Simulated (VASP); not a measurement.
# BN (P6_3mc) in VASP: notebook

BN is run at these levels: revPBE+D4, PBE+D3(BJ); tasks: relaxation of shape and atoms at fixed volume.

Program: VASP 6.6.1. These are calculated values, not measurements. Logs are shortened: lines on timing, memory, paths and dates and some standing lists are left out, and cuts for length are marked.

### 1 The cell of the first run

Symmetry: P6_3mc, No. 186, hexagonal system. Conventional cell: a = 2.533 Å, b = 2.533 Å, c = 4.190 Å, α = 90.00°, β = 90.00°, γ = 120.00°. Within 2.1 Å of B (site symmetry 3m) lie 4 N at 1.55 to 1.57 Å. Within 2.1 Å of N (site symmetry 3m) lie 4 B at 1.55 to 1.57 Å.

### 2 Relaxation of shape and atoms at fixed volume, revPBE+D4 (5.82 Å³/atom)

Input file INCAR:

```
  PREC = Accurate
  ENCUT = 600
  EDIFF = 1E-7
  ISMEAR = 0
  SIGMA = 0.05
  LREAL = F
  LASPH = T
  NELM = 120
  ALGO = Normal
  ISIF = 4
  LWAVE = F
  LCHARG = F
  GGA = RE
  IVDW = 13
  IBRION = 2
  NSW = 60
  EDIFFG = -0.01
  GGA_COMPAT = F
  NELMIN = 4
```

Input file KPOINTS:

```
regular mesh
0
Gamma
  10 10 6
```

Input file POSCAR:

```
BN
1.0
    2.5333555635      0.0000000000      0.0000000000
   -1.2666777818      2.1939502748      0.0000000000
    0.0000000000      0.0000000000      4.1903428947
B N
2 2
Direct
    0.6666666667      0.3333333333      0.0003321498
    0.3333333333      0.6666666667      0.5003321498
    0.6666666667      0.3333333333      0.3746678502
    0.3333333333      0.6666666667      0.8746678502
```

Potentials or basis: VASP PAW PBE potentials, release 64 (B, N).

Started as:

```
cat potpaw_PBE.64/B/POTCAR potpaw_PBE.64/N/POTCAR > POTCAR
mpirun -np 1 vasp_std > vasp.out
```

OUTCAR:

```text
PREC = Accurate
   ENCUT = 600
   EDIFF = 1E-7
   ISMEAR = 0
   LREAL = F
   LASPH = T
   NELM = 120
   ISIF = 4
   GGA = RE
   IVDW = 13
   IBRION = 2
   NSW = 60
   EDIFFG = -0.01
   NELMIN = 4

 ion  position               nearest neighbor table
   1  0.667  0.333  0.000-   4 1.55   4 1.55   4 1.55   3 1.57
   2  0.333  0.667  0.500-   3 1.55   3 1.55   3 1.55   4 1.57
   3  0.667  0.333  0.375-   2 1.55   2 1.55   2 1.55   1 1.57
   4  0.333  0.667  0.875-   1 1.55   1 1.55   1 1.55   2 1.57

  LATTYP: Found a hexagonal cell.
 ALAT       =     2.5333555635
 C/A-ratio  =     1.6540682070

  Lattice vectors:

 A1 = (   2.5333555635,   0.0000000000,   0.0000000000)
 A2 = (  -1.2666777818,   2.1939502748,   0.0000000000)
 A3 = (   0.0000000000,   0.0000000000,   4.1903428947)

Analysis of symmetry for initial positions (statically):
=====================================================================
 Subroutine PRICEL returns:
 Original cell was already a primitive cell.

 Routine SETGRP: Setting up the symmetry group for a
 hexagonal supercell.

 Subroutine GETGRP returns: Found 12 space group operations
 (whereof  6 operations were pure point group operations)
 out of a pool of 24 trial point group operations.

The static configuration has the point symmetry C_3v.
 The point group associated with its full space group is C_6v.

Analysis of symmetry for dynamics (positions and initial velocities):
=====================================================================
 Subroutine PRICEL returns:
 Original cell was already a primitive cell.

 Routine SETGRP: Setting up the symmetry group for a
 hexagonal supercell.

 Subroutine GETGRP returns: Found 12 space group operations
 (whereof  6 operations were pure point group operations)
 out of a pool of 24 trial point group operations.

The dynamic configuration has the point symmetry C_3v.
 The point group associated with its full space group is C_6v.

 Subroutine INISYM returns: Found 12 space group operations
 (whereof  6 operations are pure point group operations),
 and found     1 'primitive' translations

----------------------------------------------------------------------------------------

                                     Primitive cell

  volume of cell :      23.2902

  direct lattice vectors                    reciprocal lattice vectors
     2.533355563  0.000000000  0.000000000     0.394733378  0.227899422  0.000000000
[... 105 lines left out ...]
   ISMEAR =     0;   SIGMA  =   0.05  broadening in eV -4-tet -1-fermi 0-gaus
   EFERMI_NEDOS =   21; number of points for ismear=-14 and -15
   IALGO  =     38    algorithm
   IMIX   =      4    mixing-type and parameters
     AMIX     =   0.40;   BMIX     =  1.00
     AMIX_MAG =   1.60;   BMIX_MAG =  1.00
  volume/ion in A,a.u.               =       5.82        39.29
  Fermi-wavevector in a.u.,A,eV,Ry     =   1.444521  2.729750 28.390491  2.086642
  Thomas-Fermi vector in A             =   2.562807
   LORBIT       =      0    0 simple, 1 ext, 2 COOP (PROOUT), +10 PAW based schemes
   GGA     = RE    functional components
   LHFCALC =     F    Hartree Fock is set to
   AEXX    =    0.0000 exact exchange contribution
   IVDW    =    13    specifies the selected vdW correction
   LEPSILON=     F    determine dielectric tensor
   LRPA    =     F    only Hartree local field effects (RPA)
 conjugate gradient relaxation of ions
 non-spin polarized calculation
 Gauss-broadening in eV      SIGMA  =   0.05
  energy-cutoff  :      600.00
  volume of cell :       23.29
 maximum number of plane-waves:       790
   NGX = 11   NGY = 11   NGZ = 17

 number of electron      16.0000003 magnetization

 Free energy of the ion-electron system (eV)
  ---------------------------------------------------
  ext. energy  EPLUGINS =         0.00000000
  ---------------------------------------------------
  free energy    TOTEN  =       -33.44549080 eV

  energy without entropy =      -33.44549080  energy(sigma->0) =      -33.44549080

 E-fermi :   8.0479     XC(G=0): -12.8177

 val. band max:        7.8349942397   @ k =   0.0000   0.0000   0.0000
 cond. band min:      13.2324755002   @ k =   0.3000   0.3000   0.0000
 fundamental gap:      5.3974812604
 Fermi energy:         8.0478707916

 k-point     1 :       0.0000    0.0000    0.0000
  band No.  band energies     occupation
      1     -12.7995      2.00000
      2      -8.5882      2.00000
      3      -3.2406      2.00000
      4       5.6772      2.00000
      5       5.6772      2.00000
      6       7.5465      2.00000
      7       7.8350      2.00000
      8       7.8350      2.00000
      9      16.3059      0.00000
     10      16.3059      0.00000
     11      16.5701      0.00000
     12      17.5293      0.00000
[... 331 lines left out ...]
 k-point    24 :       0.4000    0.1000    0.1667
  band No.  band energies     occupation
      1      -8.7205      2.00000
      2      -7.2173      2.00000
      3      -1.9574      2.00000
      4      -0.2667      2.00000
      5       1.3828      2.00000
      6       2.3887      2.00000
      7       4.0195      2.00000
      8       4.8689      2.00000
      9      15.1379      0.00000
     10      15.8461      0.00000
     11      18.5641      0.00000
     12      20.0521      0.00000

 [... further k-points ...]

------------------------ aborting loop because EDIFF is reached ----------------------------------------

  DFT-D4 for vdW energy calculation

  Edisp (eV):   -2.23371

  FORCE on cell =-STRESS in cart. coord.  units (eV):
  Direction    XX          YY          ZZ          XY          YZ          ZX
  --------------------------------------------------------------------------------------
  -------------------------------------------------------------------------------------
  Total       0.01398     0.01398     0.00435    -0.00000     0.00000    -0.00000
  in kB       0.96182     0.96182     0.29934    -0.00000     0.00000    -0.00000
  external pressure =        0.74 kB  Pullay stress =        0.00 kB

 VOLUME and BASIS-vectors are now :
 -----------------------------------------------------------------------------
  energy-cutoff  :      600.00
  volume of cell :       23.29
      direct lattice vectors                 reciprocal lattice vectors
     2.533355563  0.000000000  0.000000000     0.394733378  0.227899422  0.000000000
    -1.266677782  2.193950275  0.000000000     0.000000000  0.455798844  0.000000000
     0.000000000  0.000000000  4.190342895     0.000000000  0.000000000  0.238643955

 POSITION                                       TOTAL-FORCE (eV/Angst)
 -----------------------------------------------------------------------------------
      1.26668      0.73132      0.00139        -0.000000      0.000000     -0.002095
     -0.00000      1.46263      2.09656         0.000000     -0.000000     -0.002095
      1.26668      0.73132      1.56999         0.000000     -0.000000      0.002095
     -0.00000      1.46263      3.66516         0.000000      0.000000      0.002095
 -----------------------------------------------------------------------------------
    total drift:                               -0.000000     -0.000000     -0.000055

  FREE ENERGIE OF THE ION-ELECTRON SYSTEM (eV)
  ---------------------------------------------------
  free  energy   TOTEN  =       -35.6791982171 eV

  energy  without entropy=      -35.6791982171  energy(sigma->0) =      -35.67919822

 reached required accuracy - stopping structural energy minimisation
```

OSZICAR:

```text
N       E                     dE             d eps       ncg     rms          rms(c)
DAV:   1     0.586262883446E+02    0.58626E+02   -0.93861E+03  1360   0.145E+03
DAV:   2    -0.325498442358E+02   -0.91176E+02   -0.84424E+02  1960   0.308E+02
DAV:   3    -0.353262434341E+02   -0.27764E+01   -0.27645E+01  1784   0.525E+01
DAV:   4    -0.353420303859E+02   -0.15787E-01   -0.15779E-01  1692   0.411E+00
DAV:   5    -0.353422023909E+02   -0.17201E-03   -0.17197E-03  1736   0.412E-01    0.964E+00
DAV:   6    -0.335905150491E+02    0.17517E+01   -0.46502E+00  1696   0.190E+01    0.468E+00
DAV:   7    -0.334649770485E+02    0.12554E+00   -0.25165E-01  1628   0.541E+00    0.277E+00
DAV:   8    -0.334459748282E+02    0.19002E-01   -0.68921E-02  1540   0.258E+00    0.238E-01
DAV:   9    -0.334450599618E+02    0.91487E-03   -0.24101E-03  1756   0.595E-01    0.116E-01
DAV:  10    -0.334454746390E+02   -0.41468E-03   -0.59758E-04  1568   0.246E-01    0.290E-02
DAV:  11    -0.334454885915E+02   -0.13952E-04   -0.81382E-05  1704   0.838E-02    0.143E-02
DAV:  12    -0.334454905328E+02   -0.19413E-05   -0.99663E-06  1708   0.324E-02    0.249E-03
DAV:  13    -0.334454908021E+02   -0.26934E-06   -0.24238E-07  1568   0.571E-03    0.537E-04
DAV:  14    -0.334454908033E+02   -0.11994E-08   -0.11511E-08  1100   0.129E-03
   1 F= -.35679198E+02 E0= -.35679198E+02  d E =-.356792E+02
```

It took 32 s on 1 thread of Intel Xeon Platinum 8259CL at 2.50GHz (Skylake/Cascade Lake), shared host; peak memory 0.14 GiB.

What came out:

- Free energy: -35.6792 eV
- Pressure after relaxing: 0.1 GPa
- Band gap on the k mesh: 5.40 eV (least direct gap 8.38 eV)
- Dispersion energy per atom: -0.558 eV

Forces in eV/Å, atoms in the order of the input:
```
B    0.000  0.000 -0.002
B    0.000  0.000 -0.002
N    0.000  0.000  0.002
N    0.000  0.000  0.002
```

Final structure:
```
B N
1.0
     2.53336    0.00000    0.00000
    -1.26668    2.19395    0.00000
     0.00000    0.00000    4.19034
B N
2 2
Direct
  0.66667 0.33333 0.00033
  0.33333 0.66667 0.50033
  0.66667 0.33333 0.37467
  0.33333 0.66667 0.87467
```

Caveat: the relaxation stopped at its first step, so nothing moved; the PAW data sets were made with another functional, which shifts forces and pressure a little. A k mesh can miss the band edges.

### 3 Relaxation of shape and atoms at fixed volume, PBE+D3(BJ)

This run uses another cell than the first one, of 5.85 Å³/atom.

Input file INCAR:

```
PREC = Accurate
ENCUT = 600
EDIFF = 1E-7
ISMEAR = 0
SIGMA = 0.05
LREAL = F
LASPH = T
NELM = 120
ALGO = Normal
ISIF = 4
LWAVE = F
LCHARG = F
GGA = PE
IVDW = 12
IBRION = 2
NSW = 60
EDIFFG = -0.02
GGA_COMPAT = F
NELMIN = 4
```

KPOINTS is that of step 2.

Input file POSCAR:

```
BN
1.0
    2.5369300313      0.0000000000      0.0000000000
   -1.2684650156      2.1970458547      0.0000000000
    0.0000000000      0.0000000000      4.1959171560
B N
2 2
Direct
    0.6666666667      0.3333333333      0.0002721809
    0.3333333333      0.6666666667      0.5002721809
    0.6666666667      0.3333333333      0.3747278191
    0.3333333333      0.6666666667      0.8747278191
```

Potentials or basis: VASP PAW PBE potentials, release 64 (B, N).

Started as:

```
cat potpaw_PBE.64/B/POTCAR potpaw_PBE.64/N/POTCAR > POTCAR
mpirun -np 1 vasp_std > vasp.out
```

OUTCAR:

```text
PREC = Accurate
   ENCUT = 600
   EDIFF = 1E-7
   ISMEAR = 0
   LREAL = F
   LASPH = T
   NELM = 120
   ISIF = 4
   GGA = PE
   IVDW = 12
   IBRION = 2
   NSW = 60
   EDIFFG = -0.02
   NELMIN = 4
 IVDW          = 12

 ion  position               nearest neighbor table
   1  0.667  0.333  0.000-   4 1.56   4 1.56   4 1.56   3 1.57
   2  0.333  0.667  0.500-   3 1.56   3 1.56   3 1.56   4 1.57
   3  0.667  0.333  0.375-   2 1.56   2 1.56   2 1.56   1 1.57
   4  0.333  0.667  0.875-   1 1.56   1 1.56   1 1.56   2 1.57

  LATTYP: Found a hexagonal cell.
 ALAT       =     2.5369300313
 C/A-ratio  =     1.6539349151

  Lattice vectors:

 A1 = (   2.5369300313,   0.0000000000,   0.0000000000)
 A2 = (  -1.2684650156,   2.1970458547,   0.0000000000)
 A3 = (   0.0000000000,   0.0000000000,   4.1959171560)

Analysis of symmetry for initial positions (statically):
=====================================================================
 Subroutine PRICEL returns:
 Original cell was already a primitive cell.

 Routine SETGRP: Setting up the symmetry group for a
 hexagonal supercell.

 Subroutine GETGRP returns: Found 12 space group operations
 (whereof  6 operations were pure point group operations)
 out of a pool of 24 trial point group operations.

The static configuration has the point symmetry C_3v.
 The point group associated with its full space group is C_6v.

Analysis of symmetry for dynamics (positions and initial velocities):
=====================================================================
 Subroutine PRICEL returns:
 Original cell was already a primitive cell.

 Routine SETGRP: Setting up the symmetry group for a
 hexagonal supercell.

 Subroutine GETGRP returns: Found 12 space group operations
 (whereof  6 operations were pure point group operations)
 out of a pool of 24 trial point group operations.

The dynamic configuration has the point symmetry C_3v.
 The point group associated with its full space group is C_6v.

[... 133 lines left out ...]
 conjugate gradient relaxation of ions
 non-spin polarized calculation
 Gauss-broadening in eV      SIGMA  =   0.05
  energy-cutoff  :      600.00
  volume of cell :       23.39
 maximum number of plane-waves:       794
   NGX = 11   NGY = 11   NGZ = 17

 number of electron      16.0000003 magnetization

 Free energy of the ion-electron system (eV)
  ---------------------------------------------------
  ext. energy  EPLUGINS =         0.00000000
  ---------------------------------------------------
  free energy    TOTEN  =       -34.82653799 eV

  energy without entropy =      -34.82653799  energy(sigma->0) =      -34.82653799

 E-fermi :   7.8927     XC(G=0): -12.8633

 val. band max:        7.6908699522   @ k =   0.0000   0.0000   0.0000
 cond. band min:      13.0547749740   @ k =   0.3000   0.3000   0.0000
 fundamental gap:      5.3639050218
 Fermi energy:         7.8926756199

 k-point     1 :       0.0000    0.0000    0.0000
  band No.  band energies     occupation
      1     -12.8379      2.00000
      2      -8.6354      2.00000
      3      -3.3312      2.00000
      4       5.5422      2.00000
      5       5.5422      2.00000
      6       7.4108      2.00000
      7       7.6909      2.00000
      8       7.6909      2.00000
      9      16.1042      0.00000
     10      16.1042      0.00000
     11      16.3620      0.00000
     12      17.3488      0.00000
[... 331 lines left out ...]
 k-point    24 :       0.4000    0.1000    0.1667
  band No.  band energies     occupation
      1      -8.7687      2.00000
      2      -7.2716      2.00000
      3      -2.0519      2.00000
      4      -0.3664      2.00000
      5       1.2751      2.00000
      6       2.2706      2.00000
      7       3.8962      2.00000
      8       4.7376      2.00000
      9      14.9555      0.00000
     10      15.6591      0.00000
     11      18.3629      0.00000
     12      19.8475      0.00000

 [... further k-points ...]

------------------------ aborting loop because EDIFF is reached ----------------------------------------

 Edisp (eV)   -0.84533

 E8    (eV) :    -0.2499

  FORCE on cell =-STRESS in cart. coord.  units (eV):
  Direction    XX          YY          ZZ          XY          YZ          ZX
  --------------------------------------------------------------------------------------
  -------------------------------------------------------------------------------------
  Total       0.31516     0.31516     0.31007     0.00000     0.00000    -0.00000
  in kB      21.59084    21.59084    21.24172     0.00000     0.00000    -0.00000
  external pressure =       21.47 kB  Pullay stress =        0.00 kB

 VOLUME and BASIS-vectors are now :
 -----------------------------------------------------------------------------
  energy-cutoff  :      600.00
  volume of cell :       23.39
      direct lattice vectors                 reciprocal lattice vectors
     2.536930031  0.000000000  0.000000000     0.394177209  0.227578318  0.000000000
    -1.268465016  2.197045855  0.000000000     0.000000000  0.455156636  0.000000000
     0.000000000  0.000000000  4.195917156     0.000000000  0.000000000  0.238326917

 POSITION                                       TOTAL-FORCE (eV/Angst)
 -----------------------------------------------------------------------------------
      1.26847      0.73235      0.00114         0.000000     -0.000000     -0.000282
     -0.00000      1.46470      2.09910        -0.000000      0.000000     -0.000282
      1.26847      0.73235      1.57233        -0.000000      0.000000      0.000282
     -0.00000      1.46470      3.67029         0.000000     -0.000000      0.000282
 -----------------------------------------------------------------------------------
    total drift:                               -0.000000     -0.000000     -0.000034

  FREE ENERGIE OF THE ION-ELECTRON SYSTEM (eV)
  ---------------------------------------------------
  free  energy   TOTEN  =       -35.6718654976 eV

  energy  without entropy=      -35.6718654976  energy(sigma->0) =      -35.67186550

 reached required accuracy - stopping structural energy minimisation
```

OSZICAR:

```text
N       E                     dE             d eps       ncg     rms          rms(c)
DAV:   1     0.586875068264E+02    0.58688E+02   -0.94228E+03  1344   0.146E+03
DAV:   2    -0.339490094699E+02   -0.92637E+02   -0.85746E+02  1976   0.308E+02
DAV:   3    -0.367871326841E+02   -0.28381E+01   -0.28232E+01  1784   0.529E+01
DAV:   4    -0.368046362801E+02   -0.17504E-01   -0.17494E-01  1684   0.422E+00
DAV:   5    -0.368048313615E+02   -0.19508E-03   -0.19503E-03  1728   0.436E-01    0.955E+00
DAV:   6    -0.350052661226E+02    0.17996E+01   -0.47688E+00  1672   0.192E+01    0.458E+00
DAV:   7    -0.348575790908E+02    0.14769E+00   -0.24271E-01  1640   0.534E+00    0.272E+00
DAV:   8    -0.348273238177E+02    0.30255E-01   -0.75139E-02  1512   0.261E+00    0.236E-01
DAV:   9    -0.348262770719E+02    0.10467E-02   -0.25557E-03  1736   0.593E-01    0.128E-01
DAV:  10    -0.348265325352E+02   -0.25546E-03   -0.38381E-04  1584   0.200E-01    0.271E-02
DAV:  11    -0.348265368905E+02   -0.43553E-05   -0.67347E-05  1720   0.747E-02    0.139E-02
DAV:  12    -0.348265378433E+02   -0.95282E-06   -0.84945E-06  1684   0.290E-02    0.235E-03
DAV:  13    -0.348265379874E+02   -0.14409E-06   -0.14831E-07  1228   0.483E-03    0.500E-04
DAV:  14    -0.348265379905E+02   -0.30368E-08   -0.12559E-08   956   0.140E-03
   1 F= -.35671865E+02 E0= -.35671865E+02  d E =-.356719E+02
```

It took 20 s on 1 thread of Intel Xeon Platinum 8259CL at 2.50GHz (Skylake/Cascade Lake), shared host; peak memory 0.16 GiB.

What came out:

```
Free energy                : -35.6719 eV
Pressure after relaxing    : 2.1 GPa
Band gap on the k mesh     : 5.36 eV (least direct gap 8.33 eV)
Dispersion energy per atom : -0.211 eV
```

Final structure:
```
B N
1.0
     2.53693    0.00000    0.00000
    -1.26847    2.19705    0.00000
     0.00000    0.00000    4.19592
B N
2 2
Direct
  0.66667 0.33333 0.00027
  0.33333 0.66667 0.50027
  0.66667 0.33333 0.37473
  0.33333 0.66667 0.87473
```

Levels at points of the mesh, in eV from the valence-band top:
```
           k point  band 4  band 5  band 6  band 7  band 8  band 9  band 10  band 11  band 12
(0.00, 0.00, 0.00)   -2.15   -2.15   -0.28    0.00    0.00    8.41     8.41     8.67     9.66
(0.50, 0.00, 0.00)   -7.86   -6.98   -5.04   -4.47   -2.13    6.75     8.00    10.66    11.59
(0.00, 0.00, 0.50)   -5.76   -1.19   -1.19   -1.19   -1.19    9.59     9.59     9.98     9.98
(0.50, 0.00, 0.50)  -10.11   -3.81   -3.81   -3.61   -3.61    6.63     6.63    10.11    10.11
```

Caveat: the relaxation stopped at its first step, so nothing moved. A k mesh can miss the band edges.
